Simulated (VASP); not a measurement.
# W (Pbcm) in VASP: further runs

Runs on W. Level: PBEsol. Tasks: single point.

Everything below comes from runs of VASP 6.6.1. Logs are shortened: lines on timing, memory, paths and dates and some standing lists are left out, and cuts for length are marked.

### Step 1. The cell of the first run

Symmetry: Pbcm, No. 57, orthorhombic system. The conventional cell has a = 2.810 Å, b = 4.864 Å, c = 4.924 Å, α = 90.00°, β = 90.00°, γ = 90.00°. W (site symmetry m) has 12 W at 2.70 to 3.06 Å within 3.6 Å.

### Step 2. Single point, PBEsol

INCAR

```
PREC = Accurate
ENCUT = 500
EDIFF = 1E-6
ISMEAR = 0
SIGMA = 0.1
LREAL = False
LASPH = True
NELM = 120
ALGO = Normal
ISIF = 2
LWAVE = False
LCHARG = True
GGA = PS
LELF = True
LVHAR = True
NBANDS = 36
GGA_COMPAT = False
```

KPOINTS

```
regular mesh
0
Gamma
  8 5 5
```

POSCAR

```
W
1.0
    2.8096620000      0.0000000000      0.0000000000
    0.0000000000      4.8638700000      0.0000000000
    0.0000000000      0.0000000000      4.9236950000
W
4
Direct
    0.7931720000      0.5631570000      0.2500000000
    0.2068280000      0.0631570000      0.2500000000
    0.2068280000      0.4368430000      0.7500000000
    0.7931720000      0.9368430000      0.7500000000
```

Potentials or basis: VASP PAW PBE potentials, release 64 (W_sv).

Started as:

```
$ cat potpaw_PBE.64/W_sv/POTCAR > POTCAR
$ mpirun -np 1 vasp_std > vasp.out
```

OUTCAR:

```text
PREC = Accurate
   ENCUT = 500
   EDIFF = 1E-6
   ISMEAR = 0
   LREAL = False
   LASPH = True
   NELM = 120
   ISIF = 2
   GGA = PS

 ion  position               nearest neighbor table
   1  0.793  0.563  0.250-   2 2.70   2 2.70   3 2.79   3 2.79   2 2.94   2 2.94   3 3.03   3 3.03
                             4 3.06   4 3.06
   2  0.207  0.063  0.250-   1 2.70   1 2.70   4 2.79   4 2.79   1 2.94   1 2.94   4 3.03   4 3.03
                             3 3.06   3 3.06
   3  0.207  0.437  0.750-   4 2.70   4 2.70   1 2.79   1 2.79   4 2.94   4 2.94   1 3.03   1 3.03
                             2 3.06   2 3.06
   4  0.793  0.937  0.750-   3 2.70   3 2.70   2 2.79   2 2.79   3 2.94   3 2.94   2 3.03   2 3.03
                             1 3.06   1 3.06

  LATTYP: Found a simple orthorhombic cell.
 ALAT       =     2.8096620000
 B/A-ratio  =     1.7311228183
 C/A-ratio  =     1.7524154151

  Lattice vectors:

 A1 = (   2.8096620000,   0.0000000000,   0.0000000000)
 A2 = (   0.0000000000,   4.8638700000,   0.0000000000)
 A3 = (   0.0000000000,   0.0000000000,   4.9236950000)

Analysis of symmetry for initial positions (statically):
=====================================================================
 Subroutine PRICEL returns:
 Original cell was already a primitive cell.

 Routine SETGRP: Setting up the symmetry group for a
 simple orthorhombic supercell.

 Subroutine GETGRP returns: Found  8 space group operations
 (whereof  2 operations were pure point group operations)
 out of a pool of  8 trial point group operations.

The static configuration has the point symmetry S_2 .
 The point group associated with its full space group is D_2h.

Analysis of symmetry for dynamics (positions and initial velocities):
=====================================================================
 Subroutine PRICEL returns:
 Original cell was already a primitive cell.

 Routine SETGRP: Setting up the symmetry group for a
 simple orthorhombic supercell.

 Subroutine GETGRP returns: Found  8 space group operations
 (whereof  2 operations were pure point group operations)
 out of a pool of  8 trial point group operations.

The dynamic configuration has the point symmetry S_2 .
 The point group associated with its full space group is D_2h.

 Subroutine INISYM returns: Found  8 space group operations
 (whereof  2 operations are pure point group operations),
 and found     1 'primitive' translations

----------------------------------------------------------------------------------------

                                     Primitive cell

  volume of cell :      67.2864

  direct lattice vectors                    reciprocal lattice vectors
     2.809662000  0.000000000  0.000000000     0.355914697  0.000000000  0.000000000
     0.000000000  4.863870000  0.000000000     0.000000000  0.205597600  0.000000000
     0.000000000  0.000000000  4.923695000     0.000000000  0.000000000  0.203099501

  length of vectors
     2.809662000  4.863870000  4.923695000     0.355914697  0.205597600  0.203099501

  position of ions in fractional coordinates (direct lattice)
     0.793172000  0.563157000  0.250000000
     0.206828000  0.063157000  0.250000000
     0.206828000  0.436843000  0.750000000
     0.793172000  0.936843000  0.750000000

  ion indices of the primitive-cell ions
   primitive index   ion index
                 1           1
                 2           2
                 3           3
                 4           4

----------------------------------------------------------------------------------------

 KPOINTS: regular mesh

Automatic generation of k-mesh.
 Grid dimensions read from file:
 generate k-points for:    8    5    5

 Generating k-lattice:

  Cartesian coordinates                     Fractional coordinates (reciprocal lattice)
     0.044489337  0.000000000  0.000000000     0.125000000  0.000000000  0.000000000
     0.000000000  0.041119520  0.000000000     0.000000000  0.200000000  0.000000000
     0.000000000  0.000000000  0.040619900     0.000000000  0.000000000  0.200000000

  Length of vectors
     0.044489337  0.041119520  0.040619900

  Shift w.r.t. Gamma in fractional coordinates (k-lattice)
     0.000000000  0.000000000  0.000000000

 Subroutine IBZKPT returns following result:
 ===========================================

 Found     45 irreducible k-points:

 Following reciprocal coordinates:
            Coordinates               Weight
  0.000000  0.000000  0.000000      1.000000
  0.125000  0.000000  0.000000      2.000000
  0.250000  0.000000  0.000000      2.000000
  0.375000  0.000000  0.000000      2.000000
  0.500000  0.000000  0.000000      1.000000
  0.000000  0.200000  0.000000      2.000000
[... 16 lines left out ...]
  0.250000  0.200000  0.200000      8.000000
  0.375000  0.200000  0.200000      8.000000
 [... further k-points ...]
   k-points           NKPTS =     45   k-points in BZ     NKDIM =     45   number of bands    NBANDS=     36
   number of dos      NEDOS =    301   number of ions     NIONS =      4
   total plane-waves  NPLWV =  25920
   dimension x,y,z NGX =    20 NGY =   36 NGZ =   36
   dimension x,y,z NGXF=    40 NGYF=   72 NGZF=   72
   ions per type =               4
   NGX,Y,Z   is equivalent  to a cutoff of  11.83, 12.30, 12.16 a.u.
   NGXF,Y,Z  is equivalent  to a cutoff of  23.67, 24.61, 24.31 a.u.
 SYSTEM =  unknown system
   PREC   = accura    normal or accurate (medium, high low for compatibility)
   ISTART =      0    job   : 0-new  1-cont  2-samecut
   ICHARG =      2    charge: 1-file 2-atom 10-const
   ISPIN  =      1    spin polarized calculation?
   LNONCOLLINEAR =      F non collinear calculations
   LSORBIT =      F    spin-orbit coupling
   LASPH  =      T    aspherical Exc in radial PAW
   ENCUT  =  500.0 eV  36.75 Ry    6.06 a.u.   5.12  8.87  8.98*2*pi/ulx,y,z
   NELM   =    120;   NELMIN=  2; NELMDL= -5     # of ELM steps
   EDIFF  = 0.1E-05   stopping-criterion for ELM
   LREAL  =      F    real-space projection
   EDIFFG = 0.1E-04   stopping-criterion for IOM
   NSW    =      0    number of steps for IOM
   IBRION =     -1    ionic relax: 0-MD 1-quasi-New 2-CG
   NFREE  =      0    steps in history (QN), initial steepest desc. (CG)
   ISIF   =      2    stress and relaxation
   ISYM   =      2    0-nonsym 1-usesym 2-fastsym
   POTIM  = 0.5000    time-step for ionic-motion
   TEBEG  =    0.0;   TEEND  =   0.0 temperature during run
   PSTRESS=    0.0 pullay stress
   NELECT =      56.0000    total number of electrons
   NUPDOWN=      -1.0000    fix difference up-down
   EMIN   =  10.00;   EMAX   =-10.00  energy-range for DOS
   EFERMI =   0.00;   METHOD = LEGACY
   ISMEAR =     0;   SIGMA  =   0.10  broadening in eV -4-tet -1-fermi 0-gaus
   EFERMI_NEDOS =   21; number of points for ismear=-14 and -15
   IALGO  =     38    algorithm
   IMIX   =      4    mixing-type and parameters
     AMIX     =   0.40;   BMIX     =  1.00
     AMIX_MAG =   1.60;   BMIX_MAG =  1.00
  volume/ion in A,a.u.               =      16.82       113.52
  Fermi-wavevector in a.u.,A,eV,Ry     =   1.539909  2.910006 32.263772  2.371320
  Thomas-Fermi vector in A             =   2.646071
   LORBIT       =      0    0 simple, 1 ext, 2 COOP (PROOUT), +10 PAW based schemes
   GGA     = PS    functional components
   LHFCALC =     F    Hartree Fock is set to
   AEXX    =    0.0000 exact exchange contribution
   IVDW    =     0    specifies the selected vdW correction
   LEPSILON=     F    determine dielectric tensor
   LRPA    =     F    only Hartree local field effects (RPA)
 non-spin polarized calculation
 Gauss-broadening in eV      SIGMA  =   0.10
  energy-cutoff  :      500.00
  volume of cell :       67.29
 maximum number of plane-waves:      1721
   NGX = 11   NGY = 17   NGZ = 17

 number of electron      56.0000014 magnetization

 Free energy of the ion-electron system (eV)
  ---------------------------------------------------
  ext. energy  EPLUGINS =         0.00000000
  ---------------------------------------------------
  free energy    TOTEN  =       -53.08135209 eV

  energy without entropy =      -53.06204972  energy(sigma->0) =      -53.07170091

 E-fermi :  10.1457     XC(G=0): -13.3981

 val. band max:       10.1296328631   @ k =   0.5000   0.2000   0.0000
 cond. band min:      10.1464989462   @ k =   0.1250   0.2000   0.2000
 fundamental gap:      0.0168660831
 Fermi energy:        10.1457476039

 k-point     1 :       0.0000    0.0000    0.0000
  band No.  band energies     occupation
      1     -63.6736      2.00000
      2     -63.5966      2.00000
      3     -63.5634      2.00000
      4     -63.5149      2.00000
      5     -28.4459      2.00000
      6     -28.3935      2.00000
[... 28 lines left out ...]
     35      14.2399      0.00000
     36      14.6355      0.00000

 k-point     2 :       0.1250    0.0000    0.0000
  band No.  band energies     occupation
      1     -63.6629      2.00000
      2     -63.5895      2.00000
      3     -63.5581      2.00000
      4     -63.5131      2.00000
      5     -28.4030      2.00000
      6     -28.3554      2.00000
[... 28 lines left out ...]
     35      13.5843      0.00000
     36      14.1027      0.00000

 k-point     3 :       0.2500    0.0000    0.0000
  band No.  band energies     occupation
      1     -63.6355      2.00000
      2     -63.5719      2.00000
      3     -63.5454      2.00000
      4     -63.5101      2.00000
      5     -28.2892      2.00000
      6     -28.2539      2.00000
[... 28 lines left out ...]
     35      13.2340      0.00000
     36      13.9091      0.00000
[... 742 lines left out ...]
 k-point    23 :       0.2500    0.2000    0.2000
  band No.  band energies     occupation
      1     -63.6214      2.00000
      2     -63.5717      2.00000
      3     -63.5508      2.00000
      4     -63.5194      2.00000
      5     -28.2539      2.00000
      6     -28.1911      2.00000
[... 28 lines left out ...]
     35      12.7261      0.00000
     36      14.1386      0.00000

 k-point    24 :       0.3750    0.2000    0.2000
  band No.  band energies     occupation
      1     -63.5938      2.00000
      2     -63.5540      2.00000
      3     -63.5382      2.00000
      4     -63.5165      2.00000
      5     -28.2693      2.00000
      6     -28.2136      2.00000
[... 28 lines left out ...]
     35      13.9519      0.00000
     36      14.4018      0.00000

 [... further k-points ...]

------------------------ aborting loop because EDIFF is reached ----------------------------------------

  FORCE on cell =-STRESS in cart. coord.  units (eV):
  Direction    XX          YY          ZZ          XY          YZ          ZX
  --------------------------------------------------------------------------------------
  -------------------------------------------------------------------------------------
  Total       -4.9506841     -3.9984168     -4.0842563     -0.0000000      0.0000000      0.0000000
  in kB     -117.8823057    -95.2075669    -97.2515183     -0.0000000      0.0000000      0.0000000
  external PRESSURE =    -103.4471303 kB  Pullay stress =       0.0000000 kB

 VOLUME and BASIS-vectors are now :
 -----------------------------------------------------------------------------
  energy-cutoff  :      500.00
  volume of cell :       67.29
      direct lattice vectors                 reciprocal lattice vectors
     2.809662000  0.000000000  0.000000000     0.355914697  0.000000000  0.000000000
     0.000000000  4.863870000  0.000000000     0.000000000  0.205597600  0.000000000
     0.000000000  0.000000000  4.923695000     0.000000000  0.000000000  0.203099501

 POSITION                                       TOTAL-FORCE (eV/Angst)
 -----------------------------------------------------------------------------------
      2.22855      2.73912      1.23092        -0.011762     -0.034701      0.000000
      0.58112      0.30719      1.23092         0.011762     -0.034701      0.000000
      0.58112      2.12475      3.69277         0.011762      0.034701      0.000000
      2.22855      4.55668      3.69277        -0.011762      0.034701      0.000000
 -----------------------------------------------------------------------------------
    total drift:                               -0.000000      0.000000     -0.000000

  FREE ENERGIE OF THE ION-ELECTRON SYSTEM (eV)
  ---------------------------------------------------
  free  energy   TOTEN  =       -53.0813520924 eV

  energy  without entropy=      -53.0620497213  energy(sigma->0) =      -53.07170091
```

Wall time 35 s (1 thread of Intel Xeon 6975P-C (Granite Rapids), shared host); peak memory 0.2 GiB.

What came out:

```yaml
Free_energy: -53.0814 eV
Pressure: -10.3 GPa
Largest_force: 0.037 eV/Å
Band_gap_on_the_k_mesh: zero (bands 28 and 29 overlap by 1.29 eV)
```

Forces in eV/Å, atoms in the order of the input:
```
W   -0.012 -0.035  0.000
W    0.012 -0.035  0.000
W    0.012  0.035  0.000
W   -0.012  0.035  0.000
```

Stress tensor (GPa, compression positive):
```
-11.79   0.00   0.00
  0.00  -9.52   0.00
  0.00   0.00  -9.73
```

Levels at points of the mesh, in eV from the Fermi level:
```csv
k point,band 26,band 27,band 28,band 29,band 30,band 31
"(0.00, 0.00, 0.00)",-0.38,-0.37,-0.34,-0.31,-0.16,0.53
"(0.50, 0.00, 0.00)",-1.76,-1.28,-1.06,0.10,0.20,0.53
```

Caveat: the cell stands under tension; the PAW data sets were made with another functional, which shifts forces and pressure a little; spin-orbit coupling is left out, which moves the levels of the heavy elements.

### Step 3. Single point, PBEsol

INCAR

```
SYSTEM = W
PREC     = Accurate       ! precision mode
ENCUT    = 500            ! plane-wave cutoff, eV
EDIFF    = 1E-6           ! SCF threshold, eV
ISMEAR   = 0              ! smearing method
SIGMA    = 0.1            ! smearing width, eV
LREAL    = .FALSE.        ! projectors in reciprocal space
LASPH    = .TRUE.         ! aspherical terms in the spheres
NELM     = 120            ! most SCF steps
ALGO     = Normal         ! electronic algorithm
ISIF     = 2              ! what is computed and relaxed
LWAVE    = .FALSE.        ! write WAVECAR
LCHARG   = .TRUE.         ! write CHGCAR
GGA      = PS             ! functional
LELF     = .TRUE.         ! ELF
LVHAR    = .TRUE.       
NBANDS   = 36             ! bands
GGA_COMPAT= .FALSE.
```

KPOINTS

```
Automatic mesh
0
G
  10 6 6
  0 0 0
```

POSCAR is that of step 2.

Potentials or basis: VASP PAW PBE potentials, release 64 (W_sv).

Started as:

```
$ cat potpaw_PBE.64/W_sv/POTCAR > POTCAR
$ mpirun -np 1 vasp_std > vasp.out
```

Run time: 68 s. Hardware: 1 thread of Intel Xeon 6975P-C (Granite Rapids), shared host; peak memory 0.27 GiB.

It converged, with:

```
Free energy            : -53.0874 eV
Pressure               : -10.3 GPa
Largest force          : 0.108 eV/Å
Band gap on the k mesh : zero (bands 28 and 29 overlap by 1.35 eV)
```

Forces on the atoms (eV/Å):
```
W   -0.103 -0.032  0.000
W    0.103 -0.032  0.000
W    0.103  0.032  0.000
W   -0.103  0.032  0.000
```

Stress tensor (GPa, compression positive):
```
 -9.56   0.00   0.00
  0.00 -11.05   0.00
  0.00   0.00 -10.28
```

Levels at points of the mesh, in eV from the Fermi level:
| k point | band 26 | band 27 | band 28 | band 29 | band 30 | band 31 |
| --- | --- | --- | --- | --- | --- | --- |
| (0.00, 0.00, 0.00) | -0.39 | -0.38 | -0.35 | -0.32 | -0.17 | 0.52 |
| (0.50, 0.00, 0.00) | -1.78 | -1.29 | -1.08 | 0.09 | 0.18 | 0.51 |
| (0.00, 0.50, 0.00) | -1.48 | 0.30 | 0.30 | 0.34 | 0.34 | 0.82 |
| (0.50, 0.50, 0.00) | -1.53 | -0.22 | -0.22 | -0.20 | -0.20 | 4.16 |
| (0.00, 0.00, 0.50) | -0.83 | -0.15 | -0.15 | 0.65 | 0.65 | 1.75 |
| (0.50, 0.00, 0.50) | -1.78 | -1.03 | -1.03 | 0.67 | 0.67 | 1.09 |
| (0.00, 0.50, 0.50) | -1.18 | -1.18 | -1.18 | 1.64 | 1.64 | 1.64 |
| (0.50, 0.50, 0.50) | 0.66 | 0.66 | 0.66 | 2.11 | 2.11 | 2.11 |

Caveat: the cell stands under tension; the PAW data sets were made with another functional, which shifts forces and pressure a little; spin-orbit coupling is left out, which moves the levels of the heavy elements.
